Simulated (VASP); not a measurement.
# BaZrO3 (Pm-3m) in VASP: single point with PBE+U

Aim: the single point of BaZrO3 with PBE+U.

Everything below comes from runs of VASP 6.6.1. Logs are shortened: lines on timing, memory, paths and dates and some standing lists are left out, and cuts for length are marked.

## Step 1: The cell of the first run

Symmetry: Pm-3m, No. 221, cubic system. Conventional cell: a = 4.191 Å, b = 4.191 Å, c = 4.191 Å, α = 90.00°, β = 90.00°, γ = 90.00°. Ba (site symmetry m-3m) has 12 O at 2.96 Å and 8 Zr at 3.63 Å within 3.9 Å. Within 2.8 Å of Zr (site symmetry m-3m) lie 6 O at 2.10 Å. O (site symmetry 4/mmm) has 2 Zr at 2.10 Å within 2.8 Å.

## Step 2: Single point, PBE+U

INCAR reads:

```
SYSTEM = BaZrO3
ALGO = Normal
EDIFF = 1E-7
ENCUT = 520
GGA = PE
ISIF = 2
ISMEAR = 0
LASPH = .True.
LCHARG = .False.
LDAU = .True.
LDAUJ = 0 0 0
LDAUL = -1 2 -1
LDAUPRINT = 1
LDAUTYPE = 2
LDAUU = 0 5 0
LMAXMIX = 4
LREAL = .False.
LWAVE = .False.
NBANDS = 28
NELM = 150
PREC = Accurate
SIGMA = 0.01
```

KPOINTS reads:

```
k-points
0
Gamma
  4 4 4
  0 0 0
```

POSCAR reads:

```
BaZrO3
1.0
    4.1913400000      0.0000000000      0.0000000000
    0.0000000000      4.1913400000      0.0000000000
    0.0000000000      0.0000000000      4.1913400000
Ba Zr O
1 1 3
Direct
    0.0000000000      0.0000000000      0.0000000000
    0.5000000000      0.5000000000      0.5000000000
    0.0000000000      0.5000000000      0.5000000000
    0.5000000000      0.0000000000      0.5000000000
    0.5000000000      0.5000000000      0.0000000000
```

Potentials or basis: VASP PAW PBE potentials, release 64 (Ba_sv, Zr_sv, O).

Command:

```bash
cat potpaw_PBE.64/Ba_sv/POTCAR potpaw_PBE.64/Zr_sv/POTCAR potpaw_PBE.64/O/POTCAR > POTCAR
mpirun -np 1 vasp_std > vasp.out
```

OUTCAR:

```text
SYSTEM = BaZrO3
   EDIFF = 1E-7
   ENCUT = 520
   GGA = PE
   ISIF = 2
   ISMEAR = 0
   LASPH = .True.
   LREAL = .False.
   NELM = 150
   PREC = Accurate

 ion  position               nearest neighbor table
   1  0.000  0.000  0.000-   3 2.96   4 2.96   5 2.96   3 2.96   4 2.96   3 2.96   5 2.96   3 2.96
                             4 2.96   5 2.96   4 2.96   5 2.96   2 3.63   2 3.63   2 3.63   2 3.63
   2  0.500  0.500  0.500-   3 2.10   4 2.10   5 2.10   5 2.10   4 2.10   3 2.10   1 3.63   1 3.63
                             1 3.63   1 3.63   1 3.63   1 3.63   1 3.63   1 3.63
   3  0.000  0.500  0.500-   2 2.10   2 2.10   1 2.96   1 2.96   1 2.96   1 2.96
   4  0.500  0.000  0.500-   2 2.10   2 2.10   1 2.96   1 2.96   1 2.96   1 2.96
   5  0.500  0.500  0.000-   2 2.10   2 2.10   1 2.96   1 2.96   1 2.96   1 2.96

  LATTYP: Found a simple cubic cell.
 ALAT       =     4.1913400000

  Lattice vectors:

 A1 = (   4.1913400000,   0.0000000000,   0.0000000000)
 A2 = (   0.0000000000,   4.1913400000,   0.0000000000)
 A3 = (   0.0000000000,   0.0000000000,   4.1913400000)

Analysis of symmetry for initial positions (statically):
=====================================================================
 Subroutine PRICEL returns:
 Original cell was already a primitive cell.

 Routine SETGRP: Setting up the symmetry group for a
 simple cubic supercell.

 Subroutine GETGRP returns: Found 48 space group operations
 (whereof 48 operations were pure point group operations)
 out of a pool of 48 trial point group operations.

The static configuration has the point symmetry O_h .

Analysis of symmetry for dynamics (positions and initial velocities):
=====================================================================
 Subroutine PRICEL returns:
 Original cell was already a primitive cell.

 Routine SETGRP: Setting up the symmetry group for a
 simple cubic supercell.

 Subroutine GETGRP returns: Found 48 space group operations
 (whereof 48 operations were pure point group operations)
[... 145 lines left out ...]
  0.0000  0.0000 -0.0000  0.0745 -0.0000
 -0.0000  0.0000 -0.0000 -0.0000  0.1988

spin component  2

  0.0745  0.0000 -0.0000  0.0000 -0.0000
  0.0000  0.0745  0.0000  0.0000  0.0000
 -0.0000  0.0000  0.1988 -0.0000 -0.0000
  0.0000  0.0000 -0.0000  0.0745 -0.0000
 -0.0000  0.0000 -0.0000 -0.0000  0.1988

 occupancies and eigenvectors

  o =  0.0745  v =  0.0000  0.6776 -0.0000 -0.7354  0.0000  0.0000  0.0000  0.0000  0.0000  0.0000      0.0000  0.0000  0.0000  0.0000  0.0000  0.0000  0.0000  0.0000  0.0000  0.0000
  o =  0.0745  v =  0.0000  0.0000  0.0000  0.0000  0.0000  0.0000  0.6776 -0.0000 -0.7354  0.0000      0.0000  0.0000  0.0000  0.0000  0.0000  0.0000  0.0000  0.0000  0.0000  0.0000
  o =  0.0745  v =  0.0000  0.0000  0.0000  0.0000  0.0000  0.0000 -0.7354  0.0000 -0.6776 -0.0000      0.0000  0.0000  0.0000  0.0000  0.0000  0.0000  0.0000  0.0000  0.0000  0.0000
  o =  0.0745  v =  0.0000 -0.7354  0.0000 -0.6776 -0.0000  0.0000  0.0000  0.0000  0.0000  0.0000      0.0000  0.0000  0.0000  0.0000  0.0000  0.0000  0.0000  0.0000  0.0000  0.0000
  o =  0.0745  v =  0.0000  0.0000  0.0000  0.0000  0.0000  1.0000  0.0000  0.0000  0.0000  0.0000      0.0000  0.0000  0.0000  0.0000  0.0000  0.0000  0.0000  0.0000  0.0000  0.0000
  o =  0.0745  v =  1.0000  0.0000  0.0000  0.0000  0.0000  0.0000  0.0000  0.0000  0.0000  0.0000      0.0000  0.0000  0.0000  0.0000  0.0000  0.0000  0.0000  0.0000  0.0000  0.0000
  o =  0.1988  v =  0.0000 -0.0000 -1.0000 -0.0000 -0.0001  0.0000  0.0000  0.0000  0.0000  0.0000      0.0000  0.0000  0.0000  0.0000  0.0000  0.0000  0.0000  0.0000  0.0000  0.0000
  o =  0.1988  v =  0.0000  0.0000  0.0000  0.0000  0.0000  0.0000 -0.0000 -1.0000 -0.0000 -0.0001      0.0000  0.0000  0.0000  0.0000  0.0000  0.0000  0.0000  0.0000  0.0000  0.0000
  o =  0.1988  v =  0.0000 -0.0000 -0.0001  0.0000  1.0000  0.0000  0.0000  0.0000  0.0000  0.0000      0.0000  0.0000  0.0000  0.0000  0.0000  0.0000  0.0000  0.0000  0.0000  0.0000
  o =  0.1988  v =  0.0000  0.0000  0.0000  0.0000  0.0000  0.0000 -0.0000 -0.0001  0.0000  1.0000      0.0000  0.0000  0.0000  0.0000  0.0000  0.0000  0.0000  0.0000  0.0000  0.0000

 number of electron      40.0000000 magnetization

 Free energy of the ion-electron system (eV)
  ---------------------------------------------------
  ext. energy  EPLUGINS =         0.00000000
  ---------------------------------------------------
  free energy    TOTEN  =       -38.84697381 eV

  energy without entropy =      -38.84697381  energy(sigma->0) =      -38.84697381

 E-fermi :   4.0498     XC(G=0): -10.7769

 val. band max:        3.9673505464   @ k =   0.5000   0.5000   0.5000
 cond. band min:       7.8720532893   @ k =   0.0000   0.0000   0.0000
 fundamental gap:      3.9047027428
 Fermi energy:         4.0498319617

 k-point     1 :       0.0000    0.0000    0.0000
  band No.  band energies     occupation
      1     -44.0095      2.00000
      2     -22.1009      2.00000
      3     -22.1009      2.00000
      4     -22.1009      2.00000
      5     -21.3744      2.00000
      6     -12.4649      2.00000
[... 299 lines left out ...]
     27      13.0730      0.00000
     28      13.0730      0.00000

------------------------ aborting loop because EDIFF is reached ----------------------------------------

  FORCE on cell =-STRESS in cart. coord.  units (eV):
  Direction    XX          YY          ZZ          XY          YZ          ZX
  --------------------------------------------------------------------------------------
  -------------------------------------------------------------------------------------
  Total        4.6951098      4.6951098      4.6951098      0.0000000      0.0000000      0.0000000
  in kB      102.1639466    102.1639466    102.1639466      0.0000000      0.0000000      0.0000000
  external PRESSURE =     102.1639466 kB  Pullay stress =       0.0000000 kB

 VOLUME and BASIS-vectors are now :
 -----------------------------------------------------------------------------
  energy-cutoff  :      520.00
  volume of cell :       73.63
      direct lattice vectors                 reciprocal lattice vectors
     4.191340000  0.000000000  0.000000000     0.238587182  0.000000000  0.000000000
     0.000000000  4.191340000  0.000000000     0.000000000  0.238587182  0.000000000
     0.000000000  0.000000000  4.191340000     0.000000000  0.000000000  0.238587182

 POSITION                                       TOTAL-FORCE (eV/Angst)
 -----------------------------------------------------------------------------------
      0.00000      0.00000      0.00000         0.000000      0.000000      0.000000
      2.09567      2.09567      2.09567         0.000000      0.000000      0.000000
      0.00000      2.09567      2.09567         0.000000      0.000000      0.000000
      2.09567      0.00000      2.09567         0.000000      0.000000      0.000000
      2.09567      2.09567      0.00000         0.000000      0.000000      0.000000
 -----------------------------------------------------------------------------------
    total drift:                                0.000000     -0.000000     -0.000000

  FREE ENERGIE OF THE ION-ELECTRON SYSTEM (eV)
  ---------------------------------------------------
  free  energy   TOTEN  =       -38.8469738063 eV

  energy  without entropy=      -38.8469738063  energy(sigma->0) =      -38.84697381
```

stdout:

```text
POSCAR found type information on POSCAR BaZrO
 POSCAR found :  3 types and       5 ions
 scaLAPACK will be used
 LDA part: xc-table for (Slater+PW92), standard interpolation
 POSCAR, INCAR and KPOINTS ok, starting setup
 FFT: planning ... GRIDC
 FFT: planning ... GRID_SOFT
 FFT: planning ... GRID
 WAVECAR not read
 entering main loop
```

It took 12 s on 1 thread of Intel Xeon 6975P-C (Granite Rapids), shared host; peak memory 0.18 GiB.

What came out:

| Item | Value |
| --- | --- |
| Free energy | -38.8470 eV |
| Pressure | 10.2 GPa |
| Band gap on the k mesh | 3.90 eV, indirect (least direct gap 4.20 eV) |

Levels at points of the mesh, in eV from the valence-band top:
```tsv
k point	band 17	band 18	band 19	band 20	band 21	band 22	band 23	band 24
(0.00, 0.00, 0.00)	-1.01	-0.30	-0.30	-0.30	3.90	3.90	3.90	4.60
(0.50, 0.00, 0.00)	-1.61	-1.61	-0.56	-0.56	4.53	6.40	6.55	6.55
(0.50, 0.50, 0.00)	-0.96	-0.96	-0.95	-0.08	6.41	6.41	6.48	6.91
(0.50, 0.50, 0.50)	-2.40	0.00	0.00	0.00	5.88	5.88	5.88	7.92
```

Eigenvalues of the final occupation matrices:
```tsv
site	spin	trace	eigenvalues
site 2 d	1	0.62	0.07 0.07 0.07 0.20 0.20
site 2 d	2	0.62	0.07 0.07 0.07 0.20 0.20
```

Caveat: spin-orbit coupling is left out, which moves the levels of the heavy elements. A k mesh can miss the band edges.
